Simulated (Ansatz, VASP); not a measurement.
## Al: VASP beside Ansatz

The input INCAR:

```
  PREC = Accurate
  ENCUT = 500
  EDIFF = 1E-6
  ISMEAR = 0
  SIGMA = 0.15
  LREAL = F
  LASPH = T
  NELM = 120
  ALGO = Normal
  ISIF = 2
  LWAVE = F
  LCHARG = F
  GGA = PS
  NBANDS = 22
  GGA_COMPAT = F
```

The input KPOINTS:

```
regular mesh
0
Gamma
  21 13 6
```

Contents of POSCAR:

```
Al
1.0
   -1.6064390039      1.6064390039     -1.6064390039
   -3.2128780077     -3.2128780077      0.0000000000
   -7.2289755174      5.0870568456      6.6934958495
Al
8
Direct
    0.5729166667      0.4791666667      0.0625000000
   -0.7812500000     -0.3125000000      0.9375000000
    0.6145833333      0.3958333333      0.3125000000
    0.0937500000     -0.0625000000      0.1875000000
   -0.3437500000      0.3125000000      0.5625000000
    0.1354166667     -0.1458333333      0.4375000000
   -0.3020833333      0.2291666667      0.8125000000
    0.1770833333     -0.2291666667      0.6875000000
```

Input for Ansatz:

```yaml
crystal:
  lattice:
    - [-1.6064390039, 1.6064390039, -1.6064390039]
    - [-3.2128780077, -3.2128780077, 0.0]
    - [-7.2289755174, 5.0870568456, 6.6934958495]
  atoms:
    - { symbol: Al, position: [0.5729166667, 0.4791666667, 0.0625] }
    - { symbol: Al, position: [-0.78125, -0.3125, 0.9375] }
    - { symbol: Al, position: [0.6145833333, 0.3958333333, 0.3125] }
    - { symbol: Al, position: [0.09375, -0.0625, 0.1875] }
    - { symbol: Al, position: [-0.34375, 0.3125, 0.5625] }
    - { symbol: Al, position: [0.1354166667, -0.1458333333, 0.4375] }
    - { symbol: Al, position: [-0.3020833333, 0.2291666667, 0.8125] }
    - { symbol: Al, position: [0.1770833333, -0.2291666667, 0.6875] }
basis:
  ecutwfc: 420
kpoints:
  mp_grid: { grid: [21, 13, 6] }
hamiltonian:
  xc: pbesol
scf:
  occupations: { method: gaussian, width: 0.15 }
output:
  forces: true
  stress: true
  eigenvalues: true
```

Alike in both runs: task single point; functional PBEsol; k mesh 21 × 13 × 6; occupations gaussian, width 0.15 eV; no spin polarisation.

|  | VASP | Ansatz |
| --- | --- | --- |
| version | VASP 6.6.1 | Ansatz 0.2.0 |
| potentials or method | VASP PAW PBE potentials, release 64 (Al), cutoff 500 eV | scalar-relativistic, plane waves, PAW |
| valence electrons in the cell | 24 | 24 |

|  | VASP | Ansatz | Ansatz less VASP |
| --- | --- | --- | --- |
| gap on the k mesh at the Fermi level (eV) | none | none | - |
| pressure (GPa) | 9.5 | 9.4 | -0.12 |
| traceless stress, the component that is largest in VASP (GPa) | -5.99 | -5.96 | +0.039 |
| rms of the force components (eV/Å) | 2.749 | 2.733 | -0.0162 |

VASP's potentials were made for PBE, not for PBEsol. Atom by atom the forces differ by 0.016 eV/Å (rms over components). A gap of «none» marks a metal or a gap that the smearing closes.
